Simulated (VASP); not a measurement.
Write the native input for VASP 6.6.1 that does the following.

```
Task                   : single point
Functional             : PBEsol
Dispersion             : D3(BJ)
Potentials or basis    : VASP PAW PBE potentials, release 64 (C)
Cutoff                 : 600 eV
k mesh                 : 18 × 12 × 10
Occupations            : gaussian, width 0.15 eV
Spin                   : no spin polarisation
Dipole correction      : no
Further INCAR settings : ALGO = Normal; EDIFF = 1e-06; NBANDS = 16
```

The structure of C lies in POSCAR:

```
C
1.0
   -2.4576582504      0.0000000000      0.0000000000
    0.0000000000      0.0000000000     -3.5294825081
    0.0000000000     -4.2567889574      0.0000000000
C
4
Direct
    0.5000000000      0.0000000000      0.1737142324
    0.0000000000      0.0000000000      0.6666666667
    0.0000000000      0.0000000000      0.3262857676
    0.5000000000      0.0000000000      0.8333333333
```

This cell differs from its parent crystal: atoms displaced along a vibrational mode.

The input as run:

INCAR

```
ALGO = Normal ; EDIFF = 1E-6
ENCUT = 600 ; GGA = PS
GGA_COMPAT = False ; ISIF = 2
ISMEAR = 0 ; IVDW = 12
LASPH = True ; LCHARG = False
LREAL = False ; LWAVE = False
NBANDS = 16 ; NELM = 120
PREC = Accurate ; SIGMA = 0.15
```

KPOINTS

```
k-points
0
Gamma
  18 12 10
```

Potentials or basis: VASP PAW PBE potentials, release 64 (C).

Launch:

```bash
$ cat potpaw_PBE.64/C/POTCAR > POTCAR
$ mpirun -np 1 vasp_std > vasp.out
```

It gave:

- Pressure: 0.8 GPa
- Largest force: 2.819 eV/Å
- Band gap on the k mesh: zero (bands 8 and 9 overlap by 0.62 eV)
- Dispersion energy per atom: -0.105 eV

Caveat: the cell differs from its parent crystal (atoms displaced along a vibrational mode); the PAW data sets were made with another functional, which shifts forces and pressure a little.

Run time: 6.2 min on 1 thread of Intel Xeon 8259CL, on a shared host, peak memory 0.33 GiB.
